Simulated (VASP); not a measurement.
F: single point with PBE

F:

```
CELL_PARAMETERS angstrom
1.90596 0.00000 0.00000
-0.95298 1.65061 0.00000
0.00000 0.00000 2.69816
ATOMIC_POSITIONS crystal
F 0.33333 0.66667 0.25000
F 0.66667 0.33333 0.75000
```

This cell differs from its parent crystal: volume scaled by 0.4.

| Quantity | Value |
| --- | --- |
| Program | VASP 6.6.1 |
| Task | single point |
| Functional | PBE |
| Potentials or basis | VASP PAW PBE potentials, release 64 (F) |
| Cutoff | 520 eV |
| k mesh | 18 × 18 × 10 |
| Occupations | fermi-dirac, width 0.05 eV |
| Spin | no spin polarisation |
| Dipole correction | no |
| Further INCAR settings | ALGO = Normal; EDIFF = 1e-06; NBANDS = 14 |

```
Pressure               : 424.8 GPa
Band gap on the k mesh : zero (band 7 reaches 10.64 eV, above the bottom of band 8 at 6.29 eV)
```

Stress tensor (GPa, compression positive):
```
424.59   0.00   0.00
  0.00 424.59   0.00
  0.00   0.00 425.18
```

Levels at points of the mesh, in eV from the Fermi level:
| k point | band 5 | band 6 | band 7 | band 8 | band 9 | band 10 |
| --- | --- | --- | --- | --- | --- | --- |
| (0.00, 0.00, 0.00) | -1.49 | 0.95 | 0.95 | 2.71 | 25.54 | 26.94 |
| (0.50, 0.00, 0.00) | -6.59 | -4.70 | -2.63 | 0.48 | 22.22 | 26.85 |
| (0.00, 0.00, 0.50) | -0.27 | -0.27 | -0.27 | -0.27 | 28.74 | 28.74 |
| (0.50, 0.00, 0.50) | -2.38 | -2.38 | -0.55 | -0.55 | 25.20 | 25.20 |

Wall time 27 s on 1 thread of AMD EPYC 7R13 Processor (Zen 3) (shared host), peak memory 0.09 GiB.
